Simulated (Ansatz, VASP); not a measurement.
## One calculation of MnS, two programs

Contents of INCAR:

```
SYSTEM = MnS
ALGO = Normal ; EDIFF = 1E-6
ENCUT = 520 ; GGA = PE
ISIF = 2 ; ISMEAR = 0
ISPIN = 2 ; LASPH = .TRUE.
LCHARG = .FALSE. ; LMAXMIX = 4
LORBIT = 11 ; LREAL = .FALSE.
LWAVE = .FALSE. ; MAGMOM = 4.65 0
NBANDS = 20 ; NELM = 150
PREC = Accurate ; SIGMA = 0.05
```

Contents of KPOINTS:

```
k-points
0
G
  12 12 12
  0 0 0
```

The input POSCAR:

```
MnS
1.0
    0.0000000000      2.5893887090      2.5893887090
    2.5893887090      0.0000000000      2.5893887090
    2.5893887090      2.5893887090      0.0000000000
Mn S
1 1
Direct
    0.0000000000      0.0000000000      0.0000000000
    0.5000000000      0.5000000000      0.5000000000
```

Input for Ansatz:

```yaml
crystal:
  lattice:
    - [0.0, 2.589388709, 2.589388709]
    - [2.589388709, 0.0, 2.589388709]
    - [2.589388709, 2.589388709, 0.0]
  atoms:
    - { symbol: Mn, position: [0.0, 0.0, 0.0], spin: 4.65 }
    - { symbol: S, position: [0.5, 0.5, 0.5] }
basis:
  ecutwfc: 420
  ecutrho_ratio: 4
kpoints:
  mp_grid: { grid: [12, 12, 12] }
hamiltonian:
  xc: pbe
scf:
  occupations: { method: gaussian, width: 0.05 }
output:
  forces: true
  stress: true
  eigenvalues: true
  populations: true
magnetization:
  spin_polarized: true
```

Alike in both runs: task single point; functional PBE; k mesh 12 × 12 × 12; occupations gaussian, width 0.05 eV; collinear spin.

|  | VASP | Ansatz |
| --- | --- | --- |
| version | VASP 6.6.1 | Ansatz 0.2.0 |
| potentials or method | VASP PAW PBE potentials, release 64 (Mn_pv, S), cutoff 520 eV | scalar-relativistic, plane waves, PAW |
| valence electrons in the cell | 19 | 21 |

|  | VASP | Ansatz | Ansatz less VASP |
| --- | --- | --- | --- |
| gap on the k mesh at the Fermi level (eV) | none | none | - |
| pressure (GPa) | -2.5 | -2.6 | -0.03 |
| net moment per atom (μB) | 2.31 | 2.31 | -0.002 |
| size of the moment on the site where the two differ most (μB) | 4.20 | 4.15 | -0.057 |

Site moments also hang on the region over which each program counts them. A gap of «none» marks a metal or a gap that the smearing closes. VASP's potentials hold 19 valence electrons a cell and Ansatz's 21, so a difference there can come from the potentials and not from the codes.
